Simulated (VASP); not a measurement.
# InSb3 (R-3m) in VASP: further runs

InSb3 is run at these levels: PBE; tasks: single point.

All numbers are computed with VASP 6.6.1; they aren't measurements. Logs are shortened: lines on timing, memory, paths and dates and some standing lists are left out, and cuts for length are marked.

## (1) The cell of the first run

The structure is trigonal, space group R-3m (No. 166). The conventional cell has a = 6.581 Å, b = 6.581 Å, c = 8.644 Å, α = 90.00°, β = 90.00°, γ = 120.00°. In (site symmetry -3m) has 12 Sb at 3.29 to 3.45 Å within 4.3 Å. Sb (site symmetry 2/m) has 4 In at 3.29 to 3.45 Å and 8 Sb at 3.29 to 3.45 Å within 4.3 Å.

## (2) Single point, PBE

Contents of INCAR:

```
SYSTEM = InSb3
PREC     = Accurate       ! precision mode
ENCUT    = 520            ! plane-wave cutoff, eV
EDIFF    = 1E-6           ! SCF threshold, eV
ISMEAR   = 0              ! smearing method
SIGMA    = 0.15           ! smearing width, eV
LREAL    = .FALSE.        ! projectors in reciprocal space
LASPH    = .TRUE.         ! aspherical terms in the spheres
NELM     = 80             ! most SCF steps
ALGO     = Normal         ! electronic algorithm
ISIF     = 2              ! what is computed and relaxed
LWAVE    = .FALSE.        ! write WAVECAR
LCHARG   = .FALSE.        ! write CHGCAR
GGA      = PE             ! functional
NBANDS   = 22             ! bands
```

Contents of KPOINTS:

```
regular mesh
0
G
  8 8 8
  0 0 0
```

Contents of POSCAR:

```
InSb3
1.0
    4.7657240740      0.1124036941      0.1124036941
    0.1124036941      4.7657240740      0.1124036941
    0.1124036941      0.1124036941      4.7657240740
In Sb
1 3
Direct
    0.0000000000      0.0000000000      0.0000000000
    0.5000000000      0.0000000000      0.5000000000
    0.0000000000      0.5000000000      0.5000000000
    0.5000000000      0.5000000000      0.0000000000
```

Potentials or basis: VASP PAW PBE potentials, release 64 (In_d, Sb).

Command:

```sh
cat potpaw_PBE.64/In_d/POTCAR potpaw_PBE.64/Sb/POTCAR > POTCAR
mpirun -np 1 vasp_std > vasp.out
```

OUTCAR:

```text
SYSTEM = InSb3
   PREC = Accurate
   ENCUT = 520
   EDIFF = 1E-6
   ISMEAR = 0
   LREAL = .FALSE.
   LASPH = .TRUE.
   NELM = 80
   ISIF = 2
   GGA = PE

 ion  position               nearest neighbor table
   1  0.000  0.000  0.000-   2 3.29   3 3.29   3 3.29   4 3.29   2 3.29   4 3.29   3 3.45   2 3.45
                             3 3.45   2 3.45   4 3.45   4 3.45
   2  0.500  0.000  0.500-   1 3.29   4 3.29   3 3.29   4 3.29   1 3.29   3 3.29   4 3.45   1 3.45
                             4 3.45   1 3.45   3 3.45   3 3.45
   3  0.000  0.500  0.500-   1 3.29   4 3.29   1 3.29   2 3.29   2 3.29   4 3.29   1 3.45   1 3.45
                             4 3.45   4 3.45   2 3.45   2 3.45
   4  0.500  0.500  0.000-   2 3.29   3 3.29   1 3.29   2 3.29   1 3.29   3 3.29   2 3.45   2 3.45
                             3 3.45   3 3.45   1 3.45   1 3.45

  LATTYP: Found a trigonal (rhomboedric) cell.
 ALAT       =     4.7683744746
 COS(alpha) =     0.0476749674

  Lattice vectors:

 A1 = (   4.7657240740,   0.1124036941,   0.1124036941)
 A2 = (   0.1124036941,   4.7657240740,   0.1124036941)
 A3 = (   0.1124036941,   0.1124036941,   4.7657240740)

Analysis of symmetry for initial positions (statically):
=====================================================================
 Subroutine PRICEL returns:
 Original cell was already a primitive cell.

 Routine SETGRP: Setting up the symmetry group for a
 trigonal (rhombohedral) supercell.

 Subroutine GETGRP returns: Found 12 space group operations
 (whereof 12 operations were pure point group operations)
 out of a pool of 12 trial point group operations.

The static configuration has the point symmetry D_3d.

Analysis of symmetry for dynamics (positions and initial velocities):
=====================================================================
 Subroutine PRICEL returns:
 Original cell was already a primitive cell.

 Routine SETGRP: Setting up the symmetry group for a
 trigonal (rhombohedral) supercell.

 Subroutine GETGRP returns: Found 12 space group operations
 (whereof 12 operations were pure point group operations)
 out of a pool of 12 trial point group operations.

The dynamic configuration has the point symmetry D_3d.

 Subroutine INISYM returns: Found 12 space group operations
 (whereof 12 operations are pure point group operations),
 and found     1 'primitive' translations

----------------------------------------------------------------------------------------

                                     Primitive cell

  volume of cell :     108.0619

  direct lattice vectors                    reciprocal lattice vectors
     4.765724074  0.112403694  0.112403694     0.210060028 -0.004840284 -0.004840284
     0.112403694  4.765724074  0.112403694    -0.004840284  0.210060028 -0.004840284
     0.112403694  0.112403694  4.765724074    -0.004840284 -0.004840284  0.210060028

  length of vectors
     4.768374475  4.768374475  4.768374475     0.210171530  0.210171530  0.210171530

  position of ions in fractional coordinates (direct lattice)
     0.000000000  0.000000000  0.000000000
     0.500000000  1.000000000  0.500000000
     1.000000000  0.500000000  0.500000000
     0.500000000  0.500000000  0.000000000

  ion indices of the primitive-cell ions
   primitive index   ion index
                 1           1
                 2           2
                 3           3
                 4           4

----------------------------------------------------------------------------------------

 KPOINTS: regular mesh

Automatic generation of k-mesh.
 Grid dimensions read from file:
 generate k-points for:    8    8    8

 Generating k-lattice:

  Cartesian coordinates                     Fractional coordinates (reciprocal lattice)
     0.026257503 -0.000605035 -0.000605035     0.125000000 -0.000000000  0.000000000
    -0.000605035  0.026257503 -0.000605035    -0.000000000  0.125000000  0.000000000
    -0.000605035 -0.000605035  0.026257503     0.000000000  0.000000000  0.125000000

  Length of vectors
     0.026271441  0.026271441  0.026271441

  Shift w.r.t. Gamma in fractional coordinates (k-lattice)
     0.000000000  0.000000000  0.000000000

 Subroutine IBZKPT returns following result:
 ===========================================

 Found     65 irreducible k-points:

 Following reciprocal coordinates:
            Coordinates               Weight
  0.000000  0.000000  0.000000      1.000000
  0.125000  0.000000  0.000000      6.000000
  0.250000  0.000000  0.000000      6.000000
  0.375000  0.000000  0.000000      6.000000
  0.500000  0.000000  0.000000      3.000000
  0.125000  0.125000  0.000000      6.000000
[... 16 lines left out ...]
  0.250000  0.125000  0.125000      6.000000
  0.375000  0.125000  0.125000      6.000000
 [... further k-points ...]
   k-points           NKPTS =     65   k-points in BZ     NKDIM =     65   number of bands    NBANDS=     22
   number of dos      NEDOS =    301   number of ions     NIONS =      4
   total plane-waves  NPLWV =  46656
   dimension x,y,z NGX =    36 NGY =   36 NGZ =   36
   dimension x,y,z NGXF=    72 NGYF=   72 NGZF=   72
   ions per type =               1   3
   NGX,Y,Z   is equivalent  to a cutoff of  12.55, 12.55, 12.55 a.u.
   NGXF,Y,Z  is equivalent  to a cutoff of  25.10, 25.10, 25.10 a.u.
 SYSTEM =  InSb3
   PREC   = accura    normal or accurate (medium, high low for compatibility)
   ISTART =      0    job   : 0-new  1-cont  2-samecut
   ICHARG =      2    charge: 1-file 2-atom 10-const
   ISPIN  =      1    spin polarized calculation?
   LNONCOLLINEAR =      F non collinear calculations
   LSORBIT =      F    spin-orbit coupling
   LASPH  =      T    aspherical Exc in radial PAW
   ENCUT  =  520.0 eV  38.22 Ry    6.18 a.u.   8.87  8.87  8.87*2*pi/ulx,y,z
   NELM   =     80;   NELMIN=  2; NELMDL= -5     # of ELM steps
   EDIFF  = 0.1E-05   stopping-criterion for ELM
   LREAL  =      F    real-space projection
   EDIFFG = 0.1E-04   stopping-criterion for IOM
   NSW    =      0    number of steps for IOM
   IBRION =     -1    ionic relax: 0-MD 1-quasi-New 2-CG
   NFREE  =      0    steps in history (QN), initial steepest desc. (CG)
   ISIF   =      2    stress and relaxation
   ISYM   =      2    0-nonsym 1-usesym 2-fastsym
   POTIM  = 0.5000    time-step for ionic-motion
   TEBEG  =    0.0;   TEEND  =   0.0 temperature during run
   PSTRESS=    0.0 pullay stress
   NELECT =      28.0000    total number of electrons
   NUPDOWN=      -1.0000    fix difference up-down
   EMIN   =  10.00;   EMAX   =-10.00  energy-range for DOS
   EFERMI =   0.00;   METHOD = LEGACY
   ISMEAR =     0;   SIGMA  =   0.15  broadening in eV -4-tet -1-fermi 0-gaus
   EFERMI_NEDOS =   21; number of points for ismear=-14 and -15
   IALGO  =     38    algorithm
   IMIX   =      4    mixing-type and parameters
     AMIX     =   0.40;   BMIX     =  1.00
     AMIX_MAG =   1.60;   BMIX_MAG =  1.00
  volume/ion in A,a.u.               =      27.02       182.31
  Fermi-wavevector in a.u.,A,eV,Ry     =   1.043686  1.972281 14.820566  1.089281
  Thomas-Fermi vector in A             =   2.178406
   LORBIT       =      0    0 simple, 1 ext, 2 COOP (PROOUT), +10 PAW based schemes
   GGA     = PE    functional components
   LHFCALC =     F    Hartree Fock is set to
   AEXX    =    0.0000 exact exchange contribution
   IVDW    =     0    specifies the selected vdW correction
   LEPSILON=     F    determine dielectric tensor
   LRPA    =     F    only Hartree local field effects (RPA)
 non-spin polarized calculation
 Gauss-broadening in eV      SIGMA  =   0.15
  energy-cutoff  :      520.00
  volume of cell :      108.06
 maximum number of plane-waves:      2968
   NGX = 17   NGY = 17   NGZ = 17

 number of electron      28.0000015 magnetization

 Free energy of the ion-electron system (eV)
  ---------------------------------------------------
  ext. energy  EPLUGINS =         0.00000000
  ---------------------------------------------------
  free energy    TOTEN  =       -14.19231260 eV

  energy without entropy =      -14.16752797  energy(sigma->0) =      -14.17992028

 E-fermi :   8.1094     XC(G=0): -10.1787

 val. band max:        8.1079767365   @ k =   0.3750   0.2500   0.1250
 cond. band min:       8.1189309977   @ k =   0.1250   0.1250   0.0000
 fundamental gap:      0.0109542612
 Fermi energy:         8.1093908390

 k-point     1 :       0.0000    0.0000    0.0000
  band No.  band energies     occupation
      1      -6.3858      2.00000
      2      -6.3858      2.00000
      3      -6.3727      2.00000
      4      -6.3637      2.00000
      5      -6.3637      2.00000
      6      -4.2069      2.00000
[... 14 lines left out ...]
     21      12.7084      0.00000
     22      13.7031      0.00000

 k-point     2 :       0.1250    0.0000    0.0000
  band No.  band energies     occupation
      1      -6.3849      2.00000
      2      -6.3835      2.00000
      3      -6.3739      2.00000
      4      -6.3654      2.00000
      5      -6.3639      2.00000
      6      -4.1092      2.00000
[... 14 lines left out ...]
     21      13.2458      0.00000
     22      13.7405      0.00000

 k-point     3 :       0.2500    0.0000    0.0000
  band No.  band energies     occupation
      1      -6.3830      2.00000
      2      -6.3796      2.00000
      3      -6.3764      2.00000
      4      -6.3693      2.00000
      5      -6.3637      2.00000
      6      -3.8202      2.00000
[... 14 lines left out ...]
     21      13.7542      0.00000
     22      14.1167      0.00000

 k-point     4 :       0.3750    0.0000    0.0000
  band No.  band energies     occupation
      1      -6.3822      2.00000
      2      -6.3817      2.00000
      3      -6.3736      2.00000
      4      -6.3727      2.00000
      5      -6.3624      2.00000
      6      -3.3664      2.00000
[... 14 lines left out ...]
     21      13.2401      0.00000
     22      13.8542      0.00000

 k-point     5 :       0.5000    0.0000    0.0000
  band No.  band energies     occupation
      1      -6.3838      2.00000
      2      -6.3815      2.00000
      3      -6.3737      2.00000
      4      -6.3724      2.00000
      5      -6.3614      2.00000
      6      -2.9914      2.00000
[... 14 lines left out ...]
     21      12.8173      0.00000
     22      14.3120      0.00000

 k-point     6 :       0.1250    0.1250    0.0000
  band No.  band energies     occupation
      1      -6.3843      2.00000
      2      -6.3818      2.00000
      3      -6.3757      2.00000
      4      -6.3664      2.00000
      5      -6.3647      2.00000
      6      -4.0215      2.00000
[... 14 lines left out ...]
     21      13.3384      0.00000
     22      13.8446      0.00000

 k-point     7 :       0.2500    0.1250    0.0000
  band No.  band energies     occupation
      1      -6.3839      2.00000
      2      -6.3795      2.00000
      3      -6.3764      2.00000
      4      -6.3697      2.00000
      5      -6.3645      2.00000
      6      -3.7426      2.00000
[... 324 lines left out ...]
      6      -2.4398      2.00000
[... 14 lines left out ...]
     21      13.8222      0.00000
     22      14.3391      0.00000

 k-point    21 :       0.5000    0.5000    0.0000
  band No.  band energies     occupation
      1      -6.4105      2.00000
      2      -6.3813      2.00000
      3      -6.3765      2.00000
      4      -6.3683      2.00000
      5      -6.3497      2.00000
      6      -1.6696      2.00000
[... 14 lines left out ...]
     21      13.9304      0.00000
     22      15.4197      0.00000

 k-point    22 :       0.1250    0.1250    0.1250
  band No.  band energies     occupation
      1      -6.3821      2.00000
      2      -6.3821      2.00000
      3      -6.3782      2.00000
      4      -6.3661      2.00000
      5      -6.3661      2.00000
      6      -3.9442      2.00000
[... 14 lines left out ...]
     21      13.7962      0.00000
     22      14.0109      0.00000

 k-point    23 :       0.2500    0.1250    0.1250
  band No.  band energies     occupation
      1      -6.3833      2.00000
      2      -6.3820      2.00000
      3      -6.3776      2.00000
      4      -6.3692      2.00000
      5      -6.3647      2.00000
      6      -3.6762      2.00000
[... 14 lines left out ...]
     21      14.3901      0.00000
     22      14.5712      0.00000

 k-point    24 :       0.3750    0.1250    0.1250
  band No.  band energies     occupation
      1      -6.3877      2.00000
      2      -6.3825      2.00000
      3      -6.3750      2.00000
      4      -6.3711      2.00000
      5      -6.3617      2.00000
      6      -3.2404      2.00000
[... 14 lines left out ...]
     21      13.5315      0.00000
     22      14.6871      0.00000

 [... further k-points ...]

------------------------ aborting loop because EDIFF is reached ----------------------------------------

  FORCE on cell =-STRESS in cart. coord.  units (eV):
  Direction    XX          YY          ZZ          XY          YZ          ZX
  --------------------------------------------------------------------------------------
  -------------------------------------------------------------------------------------
  Total        1.2913870      1.2913870      1.2913870     -0.6610216     -0.6610216     -0.6610216
  in kB       19.1467160     19.1467160     19.1467160     -9.8006196     -9.8006196     -9.8006196
  external PRESSURE =      19.1467160 kB  Pullay stress =       0.0000000 kB

 VOLUME and BASIS-vectors are now :
 -----------------------------------------------------------------------------
  energy-cutoff  :      520.00
  volume of cell :      108.06
      direct lattice vectors                 reciprocal lattice vectors
     4.765724074  0.112403694  0.112403694     0.210060028 -0.004840284 -0.004840284
     0.112403694  4.765724074  0.112403694    -0.004840284  0.210060028 -0.004840284
     0.112403694  0.112403694  4.765724074    -0.004840284 -0.004840284  0.210060028

 POSITION                                       TOTAL-FORCE (eV/Angst)
 -----------------------------------------------------------------------------------
      0.00000      0.00000      0.00000         0.000000      0.000000      0.000000
      2.43906      0.11240      2.43906         0.000000      0.000000      0.000000
      0.11240      2.43906      2.43906        -0.000000     -0.000000     -0.000000
      2.43906      2.43906      0.11240        -0.000000     -0.000000      0.000000
 -----------------------------------------------------------------------------------
    total drift:                                0.000000     -0.000000     -0.000000

  FREE ENERGIE OF THE ION-ELECTRON SYSTEM (eV)
  ---------------------------------------------------
  free  energy   TOTEN  =       -14.1923126014 eV

  energy  without entropy=      -14.1675279674  energy(sigma->0) =      -14.17992028
```

Wall time 63 s (1 thread of Intel Xeon Platinum 8375C at 2.90GHz (Ice Lake), shared host); peak memory 0.3 GiB.

Results:

```yaml
Free_energy: -14.1923 eV
Pressure: 1.9 GPa
Band_gap_on_the_k_mesh: zero (band 14 reaches 11.39 eV, above the bottom of band 15 at 7.18 eV)
```

Caveat: spin-orbit coupling is left out, which moves the levels of the heavy elements.

## (3) Single point, PBE

Contents of INCAR:

```
PREC = Accurate
ENCUT = 520
EDIFF = 1E-7
ISMEAR = 0
SIGMA = 0.15
LREAL = False
LASPH = True
NELM = 100
ALGO = Normal
ISIF = 2
LWAVE = False
LCHARG = True
GGA = PE
LELF = True
LVHAR = True
NBANDS = 22
```

Contents of KPOINTS:

```
Automatic mesh
0
Gamma
  8 8 8
```

Contents of POSCAR:

```
InSb3
1.0
    4.7657240740     -0.1124036941     -0.1124036941
   -0.1124036941      4.7657240740     -0.1124036941
   -0.1124036941     -0.1124036941      4.7657240740
In Sb
1 3
Direct
    0.0000000000      0.0000000000      0.0000000000
    0.5000000000      0.0000000000      0.5000000000
    0.0000000000      0.5000000000      0.5000000000
    0.5000000000      0.5000000000      0.0000000000
```

Potentials or basis: VASP PAW PBE potentials, release 64 (In_d, Sb).

Command:

```sh
cat potpaw_PBE.64/In_d/POTCAR potpaw_PBE.64/Sb/POTCAR > POTCAR
mpirun -np 1 vasp_std > vasp.out
```

It took 85 s on 1 thread of Intel Xeon Platinum 8375C at 2.90GHz (Ice Lake), shared host; peak memory 0.29 GiB.

Results (log left out):

```yaml
Free_energy: -14.1983 eV
Pressure: 1.8 GPa
Band_gap_on_the_k_mesh: zero (band 14 reaches 11.34 eV, above the bottom of band 15 at 7.04 eV)
```

Stress tensor (GPa, compression positive):
```
1.83 0.68 0.68
0.68 1.83 0.68
0.68 0.68 1.83
```

Levels at points of the mesh, in eV from the Fermi level:
```
           k point  band 11  band 12  band 13  band 14  band 15  band 16  band 17  band 18
(0.00, 0.00, 0.00)    -4.27    -3.55    -0.08     0.54     0.54     1.81     1.81     2.37
(0.50, 0.00, 0.00)    -2.61    -2.31    -1.94    -1.10    -0.85     1.74     2.13     2.52
(0.50, 0.50, 0.00)    -1.83    -1.59    -1.27    -1.22    -1.11    -0.11     1.14     3.14
(0.50, 0.50, 0.50)    -5.17    -4.93    -4.77     3.20     3.20     3.80     4.11     4.11
```

Caveat: spin-orbit coupling is left out, which moves the levels of the heavy elements.

(Continued in part 2 of 2.)
